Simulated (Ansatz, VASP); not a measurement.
## Two plane-wave programs on TaSi

The input INCAR:

```
ALGO = Normal
EDIFF = 1E-7
EDIFFG = -0.01
ENCUT = 600
GGA = PE
IBRION = 2
ISIF = 3
ISMEAR = 0
LASPH = T
LCHARG = F
LREAL = F
LWAVE = F
NELM = 100
NSW = 100
PREC = Accurate
SIGMA = 0.1
```

KPOINTS

```
k-points
0
Gamma
  18 18 8
```

The input POSCAR:

```
TaSi
1.0
    3.4292379864      0.0000000000      0.0000000000
   -1.7146189932      2.9698072118      0.0000000000
    0.0000000000      0.0000000000      6.7146763962
Ta Si
2 2
Direct
    0.3333333333      0.6666666667      0.8459511165
    0.6666666667      0.3333333333      0.1540488835
    0.3333333333      0.6666666667      0.4075703654
    0.6666666667      0.3333333333      0.5924296346
```

Input for Ansatz:

```yaml
crystal:
  lattice:
    - [3.4292379864, 0.0, 0.0]
    - [-1.7146189932, 2.9698072118, 0.0]
    - [0.0, 0.0, 6.7146763962]
  atoms:
    - { symbol: Ta, position: [0.3333333333, 0.6666666667, 0.8459511165] }
    - { symbol: Ta, position: [0.6666666667, 0.3333333333, 0.1540488835] }
    - { symbol: Si, position: [0.3333333333, 0.6666666667, 0.4075703654] }
    - { symbol: Si, position: [0.6666666667, 0.3333333333, 0.5924296346] }
basis:
  ecutwfc: 420
kpoints:
  mp_grid: { grid: [18, 18, 8] }
hamiltonian:
  xc: pbe
scf:
  occupations: { method: gaussian, width: 0.1 }
output:
  forces: true
  stress: true
  eigenvalues: true
  write_density: true
  write_potential: true
  elf: true
  volumetric_format: npy
relax:
  adjacent_minimum: "off"
  f_tol: 0.01
  max_steps: 80
  cell: { stress_tol: 0.05 }
```

Alike in both runs: task relaxation of cell and atoms; functional PBE; k mesh 18 × 18 × 8; occupations gaussian, width 0.1 eV; no spin polarisation.

```csv
,VASP,Ansatz
version,VASP 6.6.1,Ansatz 0.2.0
potentials or method,"VASP PAW PBE potentials, release 64 (Ta_pv, Si), cutoff 600 eV","scalar-relativistic, plane waves, PAW"
valence electrons in the cell,30,34
```

```tsv
	VASP	Ansatz	Ansatz less VASP
gap on the k mesh at the Fermi level, each at its own relaxed structure (eV)	none	none	-
relaxed volume (Å³/atom)	17.11	17.10	-0.012
relaxed cell length with the largest relative difference (Å)	3.436	3.435	-0.0009
```

A gap of «none» marks a metal or a gap that the smearing closes. VASP's potentials hold 30 valence electrons a cell and Ansatz's 34, so a difference there can come from the potentials and not from the codes.

Neither program's run includes spin-orbit coupling.
